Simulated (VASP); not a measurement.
# CdGeAs2 (I-42d) in VASP: notebook

Runs on CdGeAs2. Level: PBEsol. Tasks: single point.

All numbers are computed with VASP 6.6.1; they aren't measurements. Logs are shortened: lines on timing, memory, paths and dates and some standing lists are left out, and cuts for length are marked.

### 1 The cell of the first run

It takes space group I-42d (No. 122, tetragonal). The conventional cell has a = 5.887 Å, b = 5.887 Å, c = 11.178 Å, α = 90.00°, β = 90.00°, γ = 90.00°. Cd (site symmetry -4) has 4 As at 2.60 Å within 3.4 Å. As (site symmetry 2) has 2 Ge at 2.42 Å and 2 Cd at 2.60 Å within 3.2 Å. Ge (site symmetry -4) has 4 As at 2.42 Å within 3.2 Å.

### 2 Single point, PBEsol

Input file INCAR:

```
SYSTEM = CdGeAs2
  PREC = Accurate
  ENCUT = 520
  EDIFF = 1E-6
  ISMEAR = -1
  SIGMA = 0.05
  LREAL = .False.
  LASPH = .True.
  NELM = 100
  ALGO = Normal
  ISIF = 2
  LWAVE = .False.
  LCHARG = .False.
  GGA = PS
  NBANDS = 46
```

Input file KPOINTS:

```
regular mesh
0
Gamma
  6 6 6
  0 0 0
```

Input file POSCAR:

```
CdGeAs2
1.0
   -2.9436174806      2.9436174806      5.5888156326
    2.9436174806     -2.9436174806      5.5888156326
    2.9436174806      2.9436174806     -5.5888156326
Cd As Ge
2 4 2
Direct
    0.5000000000      0.5000000000      0.0000000000
    0.2500000000      0.7500000000      0.5000000000
    0.1000224857      0.1250000000      0.4750224857
    0.3750000000      0.8999775143      0.0249775143
    0.6499775143      0.6250000000      0.5249775143
    0.8750000000      0.3500224857      0.9750224857
    0.7500000000      0.2500000000      0.5000000000
    0.0000000000      0.0000000000      0.0000000000
```

Potentials or basis: VASP PAW PBE potentials, release 64 (Cd, As, Ge_d).

Launch:

```sh
$ cat potpaw_PBE.64/Cd/POTCAR potpaw_PBE.64/As/POTCAR potpaw_PBE.64/Ge_d/POTCAR > POTCAR
$ mpirun -np 1 vasp_std > vasp.out
```

OUTCAR:

```text
SYSTEM = CdGeAs2
   PREC = Accurate
   ENCUT = 520
   EDIFF = 1E-6
   ISMEAR = -1
   LREAL = .False.
   LASPH = .True.
   NELM = 100
   ISIF = 2
   GGA = PS

 ion  position               nearest neighbor table
   1  0.500  0.500  0.000-   5 2.60   6 2.60   3 2.60   4 2.60
   2  0.250  0.750  0.500-   4 2.60   3 2.60   6 2.60   5 2.60
   3  0.100  0.125  0.475-   8 2.42   7 2.42   1 2.60   2 2.60
   4  0.375  0.900  0.025-   8 2.42   7 2.42   2 2.60   1 2.60
   5  0.650  0.625  0.525-   7 2.42   8 2.42   1 2.60   2 2.60
   6  0.875  0.350  0.975-   7 2.42   8 2.42   2 2.60   1 2.60
   7  0.750  0.250  0.500-   5 2.42   6 2.42   3 2.42   4 2.42
   8  0.000  0.000  0.000-   3 2.42   4 2.42   5 2.42   6 2.42

  LATTYP: Found a body centered tetragonal cell.
 ALAT       =     5.8872349612
 C/A-ratio  =     1.8986215666

  Lattice vectors:

 A1 = (  -2.9436174806,   2.9436174806,   5.5888156326)
 A2 = (   2.9436174806,  -2.9436174806,   5.5888156326)
 A3 = (   2.9436174806,   2.9436174806,  -5.5888156326)

Analysis of symmetry for initial positions (statically):
=====================================================================
 Subroutine PRICEL returns:
 Original cell was already a primitive cell.

 Routine SETGRP: Setting up the symmetry group for a
 body centered tetragonal supercell.

 Subroutine GETGRP returns: Found  8 space group operations
 (whereof  4 operations were pure point group operations)
 out of a pool of 16 trial point group operations.

The static configuration has the point symmetry S_4 .
 The point group associated with its full space group is D_2d.

Analysis of symmetry for dynamics (positions and initial velocities):
=====================================================================
 Subroutine PRICEL returns:
 Original cell was already a primitive cell.

 Routine SETGRP: Setting up the symmetry group for a
 body centered tetragonal supercell.

 Subroutine GETGRP returns: Found  8 space group operations
 (whereof  4 operations were pure point group operations)
 out of a pool of 16 trial point group operations.

The dynamic configuration has the point symmetry S_4 .
 The point group associated with its full space group is D_2d.

 Subroutine INISYM returns: Found  8 space group operations
 (whereof  4 operations are pure point group operations),
 and found     1 'primitive' translations

----------------------------------------------------------------------------------------

[... 110 lines left out ...]
   ISIF   =      2    stress and relaxation
   ISYM   =      2    0-nonsym 1-usesym 2-fastsym
   POTIM  = 0.5000    time-step for ionic-motion
   TEBEG  =    0.0;   TEEND  =   0.0 temperature during run
   PSTRESS=    0.0 pullay stress
   NELECT =      72.0000    total number of electrons
   NUPDOWN=      -1.0000    fix difference up-down
   EMIN   =  10.00;   EMAX   =-10.00  energy-range for DOS
   EFERMI =   0.00;   METHOD = LEGACY
   ISMEAR =    -1;   SIGMA  =   0.05  broadening in eV -4-tet -1-fermi 0-gaus
   EFERMI_NEDOS =   21; number of points for ismear=-14 and -15
   IALGO  =     38    algorithm
   IMIX   =      4    mixing-type and parameters
     AMIX     =   0.40;   BMIX     =  1.00
     AMIX_MAG =   1.60;   BMIX_MAG =  1.00
  volume/ion in A,a.u.               =      24.21       163.40
  Fermi-wavevector in a.u.,A,eV,Ry     =   1.177077  2.224353 18.851007  1.385510
  Thomas-Fermi vector in A             =   2.313430
   LORBIT       =      0    0 simple, 1 ext, 2 COOP (PROOUT), +10 PAW based schemes
   GGA     = PS    functional components
   LHFCALC =     F    Hartree Fock is set to
   AEXX    =    0.0000 exact exchange contribution
   IVDW    =     0    specifies the selected vdW correction
   LEPSILON=     F    determine dielectric tensor
   LRPA    =     F    only Hartree local field effects (RPA)
 non-spin polarized calculation
  energy-cutoff  :      520.00
  volume of cell :      193.71
 maximum number of plane-waves:      5242
 NGX is ok and might be reduce to    54
   NGX = 25   NGY = 25   NGZ = 25

 number of electron      72.0000002 magnetization

 Free energy of the ion-electron system (eV)
  ---------------------------------------------------
  ext. energy  EPLUGINS =         0.00000000
  ---------------------------------------------------
  free energy    TOTEN  =       -33.08277647 eV

  energy without entropy =      -33.08173307  energy(sigma->0) =      -33.08225477

 E-fermi :   3.2819     XC(G=0):  -9.7045

 val. band max:        3.1646058804   @ k =   0.0000   0.0000   0.0000
 cond. band min:       3.3131204789   @ k =   0.0000   0.0000   0.0000
 fundamental gap:      0.1485145985
 Fermi energy:         3.2818514861

 k-point     1 :       0.0000    0.0000    0.0000
  band No.  band energies     occupation
      1     -21.6618      2.00000
      2     -21.6618      2.00000
      3     -21.6614      2.00000
      4     -21.6567      2.00000
      5     -21.6538      2.00000
      6     -21.6538      2.00000
[... 1165 lines left out ...]
     45       7.5807      0.00000
     46       8.1208      0.00000

 [... further k-points ...]

------------------------ aborting loop because EDIFF is reached ----------------------------------------

  FORCE on cell =-STRESS in cart. coord.  units (eV):
  Direction    XX          YY          ZZ          XY          YZ          ZX
  --------------------------------------------------------------------------------------
  -------------------------------------------------------------------------------------
  Total        2.7661549      2.7661549      2.7512706      0.0000000      0.0000000      0.0000000
  in kB       22.8793961     22.8793961     22.7562850      0.0000000      0.0000000      0.0000000
  external PRESSURE =      22.8383591 kB  Pullay stress =       0.0000000 kB

 VOLUME and BASIS-vectors are now :
 -----------------------------------------------------------------------------
  energy-cutoff  :      520.00
  volume of cell :      193.71
      direct lattice vectors                 reciprocal lattice vectors
    -2.943617481  2.943617481  5.588815633     0.000000000  0.169859027  0.089464393
     2.943617481 -2.943617481  5.588815633     0.169859027  0.000000000  0.089464393
     2.943617481  2.943617481 -5.588815633     0.169859027  0.169859027  0.000000000

 POSITION                                       TOTAL-FORCE (eV/Angst)
 -----------------------------------------------------------------------------------
      0.00000      0.00000      5.58882        -0.000000      0.000000      0.000000
      2.94362      0.00000      2.79441        -0.000000     -0.000000      0.000000
      1.47181      1.32476     -1.39720        -0.000000     -0.011812     -0.000000
      1.61886     -1.47181      6.98602         0.011812     -0.000000      0.000000
      1.47181      1.61886      4.19161        -0.000000      0.011812      0.000000
      1.32476      4.41543      1.39720        -0.011812     -0.000000     -0.000000
      0.00000      2.94362      2.79441        -0.000000     -0.000000     -0.000000
      0.00000      0.00000      0.00000        -0.000000      0.000000      0.000000
 -----------------------------------------------------------------------------------
    total drift:                               -0.000006     -0.000006     -0.000005

  FREE ENERGIE OF THE ION-ELECTRON SYSTEM (eV)
  ---------------------------------------------------
  free  energy   TOTEN  =       -33.0827764723 eV

  energy  without entropy=      -33.0817330713  energy(sigma->0) =      -33.08225477
```

OSZICAR:

```text
N       E                     dE             d eps       ncg     rms          rms(c)
DAV:   1     0.709787484285E+03    0.70979E+03   -0.32938E+04  3526   0.261E+03
DAV:   2     0.784174500580E+02   -0.63137E+03   -0.60656E+03  2768   0.830E+02
DAV:   3    -0.275517866575E+02   -0.10597E+03   -0.10393E+03  3086   0.181E+02
DAV:   4    -0.339954379675E+02   -0.64437E+01   -0.64145E+01  3346   0.508E+01
DAV:   5    -0.341291178371E+02   -0.13368E+00   -0.13362E+00  3130   0.755E+00    0.925E+00
DAV:   6    -0.331987614629E+02    0.93036E+00   -0.18672E+00  3302   0.119E+01    0.712E+00
DAV:   7    -0.330939406647E+02    0.10482E+00   -0.81926E-01  3314   0.376E+00    0.292E+00
DAV:   8    -0.330841671650E+02    0.97735E-02   -0.10580E-01  3096   0.262E+00    0.560E-01
DAV:   9    -0.330828941030E+02    0.12731E-02   -0.14875E-02  3282   0.122E+00    0.117E-01
DAV:  10    -0.330827083405E+02    0.18576E-03   -0.15527E-03  3094   0.321E-01    0.473E-02
DAV:  11    -0.330828064992E+02   -0.98159E-04   -0.68596E-04  3262   0.149E-01    0.373E-02
DAV:  12    -0.330827747123E+02    0.31787E-04   -0.16776E-04  2792   0.102E-01    0.163E-02
DAV:  13    -0.330827782512E+02   -0.35389E-05   -0.10497E-05  2888   0.199E-02    0.873E-03
DAV:  14    -0.330827764862E+02    0.17650E-05   -0.57194E-06  2986   0.190E-02    0.123E-03
DAV:  15    -0.330827764723E+02    0.13866E-07   -0.10109E-06  1854   0.459E-03
   1 F= -.33082776E+02 E0= -.33082255E+02  d E =-.104340E-02
```

Run time: 11 min. Hardware: 1 thread of Intel Xeon 8259CL, shared host; peak memory 0.54 GiB.

Results:

```yaml
Free_energy: -33.0828 eV
Pressure: 2.3 GPa
Largest_force: 0.012 eV/Å
Band_gap_on_the_k_mesh: 0.15 eV
```

Forces in eV/Å, atoms in the order of the input:
```
Cd   0.000  0.000  0.000
Cd   0.000  0.000  0.000
As   0.000 -0.012  0.000
As   0.012  0.000  0.000
As   0.000  0.012  0.000
As  -0.012  0.000  0.000
Ge   0.000  0.000  0.000
Ge   0.000  0.000  0.000
```

Caveat: the PAW data sets were made with another functional, which shifts forces and pressure a little.

### 3 Single point, PBEsol

This run uses another cell than the first one, of 24.97 Å³/atom.

Input file INCAR:

```
SYSTEM = CdGeAs2
ALGO     = Normal         ! electronic algorithm
EDIFF    = 1E-6           ! SCF threshold, eV
ENCUT    = 520            ! plane-wave cutoff, eV
GGA      = PS             ! functional
ISIF     = 2              ! what is computed and relaxed
ISMEAR   = -1             ! smearing method
LASPH    = .TRUE.         ! aspherical terms in the spheres
LCHARG   = .FALSE.        ! write CHGCAR
LREAL    = .FALSE.        ! projectors in reciprocal space
LWAVE    = .FALSE.        ! write WAVECAR
NBANDS   = 46             ! bands
NELM     = 60             ! most SCF steps
PREC     = Accurate       ! precision mode
SIGMA    = 0.05           ! smearing width, eV
```

Input file KPOINTS:

```
k-points
0
G
  6 6 6
  0 0 0
```

Input file POSCAR:

```
CdGeAs2
1.0
   -2.9724767659      2.9724767659      5.6519392537
    2.9724767659     -2.9724767659      5.6519392537
    2.9724767659      2.9724767659     -5.6519392537
Cd As Ge
2 4 2
Direct
    0.5000000000      0.5000000000      0.0000000000
    0.2500000000      0.7500000000      0.5000000000
    0.0996315421      0.1250000000      0.4746315421
    0.3750000000      0.9003684579      0.0253684579
    0.6503684579      0.6250000000      0.5253684579
    0.8750000000      0.3496315421      0.9746315421
    0.7500000000      0.2500000000      0.5000000000
    0.0000000000      0.0000000000      0.0000000000
```

Potentials or basis: VASP PAW PBE potentials, release 64 (Cd, As, Ge_d).

Launch:

```sh
$ cat potpaw_PBE.64/Cd/POTCAR potpaw_PBE.64/As/POTCAR potpaw_PBE.64/Ge_d/POTCAR > POTCAR
$ mpirun -np 1 vasp_std > vasp.out
```

OUTCAR:

```text
SYSTEM = CdGeAs2
   EDIFF = 1E-6
   ENCUT = 520
   GGA = PS
   ISIF = 2
   ISMEAR = -1
   LASPH = .TRUE.
   LREAL = .FALSE.
   NELM = 60
   PREC = Accurate

 ion  position               nearest neighbor table
   1  0.500  0.500  0.000-   3 2.62   4 2.62   6 2.62   5 2.62
   2  0.250  0.750  0.500-   6 2.62   3 2.62   5 2.62   4 2.62
   3  0.100  0.125  0.475-   7 2.45   8 2.45   1 2.62   2 2.62
   4  0.375  0.900  0.025-   7 2.45   8 2.45   1 2.62   2 2.62
   5  0.650  0.625  0.525-   7 2.45   8 2.45   2 2.62   1 2.62
   6  0.875  0.350  0.975-   8 2.45   7 2.45   2 2.62   1 2.62
   7  0.750  0.250  0.500-   3 2.45   4 2.45   5 2.45   6 2.45
   8  0.000  0.000  0.000-   6 2.45   4 2.45   5 2.45   3 2.45

  LATTYP: Found a body centered tetragonal cell.
 ALAT       =     5.9449535318
 C/A-ratio  =     1.9014241990

  Lattice vectors:

 A1 = (  -2.9724767659,   2.9724767659,   5.6519392537)
 A2 = (   2.9724767659,  -2.9724767659,   5.6519392537)
 A3 = (   2.9724767659,   2.9724767659,  -5.6519392537)

Analysis of symmetry for initial positions (statically):
=====================================================================
 Subroutine PRICEL returns:
 Original cell was already a primitive cell.

 Routine SETGRP: Setting up the symmetry group for a
 body centered tetragonal supercell.

 Subroutine GETGRP returns: Found  8 space group operations
 (whereof  4 operations were pure point group operations)
 out of a pool of 16 trial point group operations.

The static configuration has the point symmetry S_4 .
 The point group associated with its full space group is D_2d.

Analysis of symmetry for dynamics (positions and initial velocities):
=====================================================================
 Subroutine PRICEL returns:
 Original cell was already a primitive cell.

 Routine SETGRP: Setting up the symmetry group for a
 body centered tetragonal supercell.

[... 141 lines left out ...]
   LORBIT       =      0    0 simple, 1 ext, 2 COOP (PROOUT), +10 PAW based schemes
   GGA     = PS    functional components
   LHFCALC =     F    Hartree Fock is set to
   AEXX    =    0.0000 exact exchange contribution
   IVDW    =     0    specifies the selected vdW correction
   LEPSILON=     F    determine dielectric tensor
   LRPA    =     F    only Hartree local field effects (RPA)
 non-spin polarized calculation
  energy-cutoff  :      520.00
  volume of cell :      199.75
 maximum number of plane-waves:      5410
 NGX is ok and might be reduce to    54
   NGX = 27   NGY = 27   NGZ = 27

 number of electron      72.0000009 magnetization

 Free energy of the ion-electron system (eV)
  ---------------------------------------------------
  ext. energy  EPLUGINS =         0.00000000
  ---------------------------------------------------
  free energy    TOTEN  =       -33.13018506 eV

  energy without entropy =      -33.12911516  energy(sigma->0) =      -33.12965011

 E-fermi :   3.0034     XC(G=0):  -9.5654

 val. band max:        2.8331795288   @ k =   0.1667  -0.0000   0.0000
 cond. band min:       3.0352020969   @ k =   0.0000   0.0000   0.0000
 fundamental gap:      0.2020225681
 Fermi energy:         3.0033749603

 k-point     1 :       0.0000    0.0000    0.0000
  band No.  band energies     occupation
      1     -21.8871      2.00000
      2     -21.8871      2.00000
      3     -21.8869      2.00000
      4     -21.8828      2.00000
      5     -21.8800      2.00000
      6     -21.8800      2.00000
[... 1165 lines left out ...]
     45       7.2650      0.00000
     46       7.7817      0.00000

 [... further k-points ...]

------------------------ aborting loop because EDIFF is reached ----------------------------------------

  FORCE on cell =-STRESS in cart. coord.  units (eV):
  Direction    XX          YY          ZZ          XY          YZ          ZX
  --------------------------------------------------------------------------------------
  -------------------------------------------------------------------------------------
  Total        0.2952550      0.2952550      0.3273444      0.0000000     -0.0000000      0.0000000
  in kB        2.3681733      2.3681733      2.6255549      0.0000000     -0.0000000      0.0000000
  external PRESSURE =       2.4539672 kB  Pullay stress =       0.0000000 kB

 VOLUME and BASIS-vectors are now :
 -----------------------------------------------------------------------------
  energy-cutoff  :      520.00
  volume of cell :      199.75
      direct lattice vectors                 reciprocal lattice vectors
    -2.972476766  2.972476766  5.651939254     0.000000000  0.168209893  0.088465211
     2.972476766 -2.972476766  5.651939254     0.168209893  0.000000000  0.088465211
     2.972476766  2.972476766 -5.651939254     0.168209893  0.168209893  0.000000000

 POSITION                                       TOTAL-FORCE (eV/Angst)
 -----------------------------------------------------------------------------------
      0.00000      0.00000      5.65194        -0.000000     -0.000000     -0.000000
      2.97248     -0.00000      2.82597         0.000000     -0.000000      0.000000
      1.48624      1.33542     -1.41298        -0.000000     -0.006227      0.000000
      1.63705     -1.48624      7.06492         0.006227     -0.000000      0.000000
      1.48624      1.63705      4.23895        -0.000000      0.006227      0.000000
      1.33542      4.45872      1.41298        -0.006227     -0.000000      0.000000
     -0.00000      2.97248      2.82597         0.000000     -0.000000      0.000000
      0.00000      0.00000      0.00000         0.000000     -0.000000     -0.000000
 -----------------------------------------------------------------------------------
    total drift:                               -0.000003     -0.000003     -0.000002

  FREE ENERGIE OF THE ION-ELECTRON SYSTEM (eV)
  ---------------------------------------------------
  free  energy   TOTEN  =       -33.1301850604 eV

  energy  without entropy=      -33.1291151638  energy(sigma->0) =      -33.12965011
```

It took 9.9 min on 1 thread of Intel Xeon 8259CL, shared host; peak memory 0.56 GiB.

Results:

```
Free energy            : -33.1302 eV
Pressure               : 0.2 GPa
Largest force          : 0.006 eV/Å
Band gap on the k mesh : 0.20 eV (least direct gap 0.22 eV)
```

Forces in eV/Å, atoms in the order of the input:
```
Cd   0.000  0.000  0.000
Cd   0.000  0.000  0.000
As   0.000 -0.006  0.000
As   0.006  0.000  0.000
As   0.000  0.006  0.000
As  -0.006  0.000  0.000
Ge   0.000  0.000  0.000
Ge   0.000  0.000  0.000
```

Caveat: the PAW data sets were made with another functional, which shifts forces and pressure a little.

(Continued in part 2 of 2.)
